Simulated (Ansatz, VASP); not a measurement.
# NaI: VASP beside Ansatz

```
Na I
1.0
     4.16741    0.00000    0.00000
     0.00000    4.16741    0.00000
     0.00000    0.00000    4.04054
Na I
1 1
Direct
  0.00000 0.00000 0.00000
  0.50000 0.50000 0.50000
```

Change from the starting cell: biaxial_xy strain +3.1%.

Alike in both runs: task single point; functional HSE06; k mesh 4 × 4 × 4; no spin polarisation.

```csv
,VASP,Ansatz
version,VASP 6.6.1,Ansatz 0.2.0
potentials or method,"VASP PAW PBE potentials, release 64 (Na_pv, I)","plane waves, PAW"
plane-wave cutoff (eV),520,420
occupations,"gaussian, width 0.01 eV",fixed
valence electrons in the cell,14,26
```

Ansatz gave:

* gap on the k mesh at the Fermi level (eV): 3.00
* pressure (GPa): -0.7
* traceless stress, the component that is largest in VASP (GPa): 0.95

**Question.** What did VASP give for the same quantities?

**Answer.** gap on the k mesh at the Fermi level (eV): 2.99; pressure (GPa): -0.7; traceless stress, the component that is largest in VASP (GPa): 0.94.

VASP's potentials hold 14 valence electrons a cell and Ansatz's 26, so a difference there can come from the potentials and not from the codes. Ansatz's warnings: stress exchange threshold loose, stress scf threshold loose.

Neither program's run includes spin-orbit coupling.
